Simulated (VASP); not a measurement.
Here is a VASP 6.6.1 calculation.

Contents of INCAR:

```
PREC = Accurate
ENCUT = 600
EDIFF = 1E-6
ISMEAR = 0
SIGMA = 0.01
LREAL = F
LASPH = T
NELM = 60
ALGO = Normal
ISIF = 3
LWAVE = F
LCHARG = F
GGA = PS
IBRION = 2
NSW = 80
EDIFFG = -0.001
PSTRESS = 40.0
```

The input KPOINTS:

```
Automatic mesh
0
Gamma
  8 8 8
```

The input POSCAR:

```
CdTe
1.0
    0.0000000000      3.2446715274      3.2446715274
    3.2446715274      0.0000000000      3.2446715274
    3.2446715274      3.2446715274      0.0000000000
Cd Te
1 1
Direct
    0.0000000000      0.0000000000      0.0000000000
    0.7500000000      0.7500000000      0.7500000000
```

Potentials or basis: VASP PAW PBE potentials, release 64 (Cd, Te).

Launch:

```console
$ cat potpaw_PBE.64/Cd/POTCAR potpaw_PBE.64/Te/POTCAR > POTCAR
$ mpirun -np 1 vasp_std > vasp.out
```

Question: What does it give for the relaxed volume?

Answer: 31.63 Å³/atom.

Question: Predict the relaxed cell.

Answer: a = 4.473 Å, b = 4.473 Å, c = 4.473 Å, α = 60.00°, β = 60.00°, γ = 60.00°.

Question: What does it give for the band gap on the k mesh?

Answer: 0.88 eV, direct.

Question: Predict the space group after relaxing (to 0.05 Å).

Answer: F-43m (No. 216).

Step by step:
```
step  energy change (eV)  largest force (eV/Å)  pressure (GPa)  volume (Å³)
   1              0.0000                0.0000            0.12        68.32
   2              0.1554                0.0000            7.00        60.47
   3              0.0603                0.0000            3.98        63.28
   4              0.0628                0.0000            4.08        63.18
   5              0.0592                0.0000            3.96        63.32
   6              0.0606                0.0000            3.98        63.26
   7              0.0610                0.0000            4.01        63.25
   8              0.0608                0.0000            4.01        63.25
   9              0.0607                0.0000            4.02        63.26
  10              0.0607                0.0000            4.02        63.26
  11              0.0606                0.0000            4.02        63.26
  12              0.0603                0.0000            3.99        63.28
  13              0.0603                0.0000            3.98        63.27
  14              0.0604                0.0000            3.98        63.27
  15              0.0605                0.0000            3.99        63.27
  16              0.0605                0.0000            4.00        63.27
```

Caveat: the cell is relaxed towards a set pressure, so the enthalpy falls and the energy may rise; the PAW data sets were made with another functional, which shifts forces and pressure a little; spin-orbit coupling is left out, which moves the levels of the heavy elements. A hybrid or GW would open this gap; PBEsol tends to underestimate it.
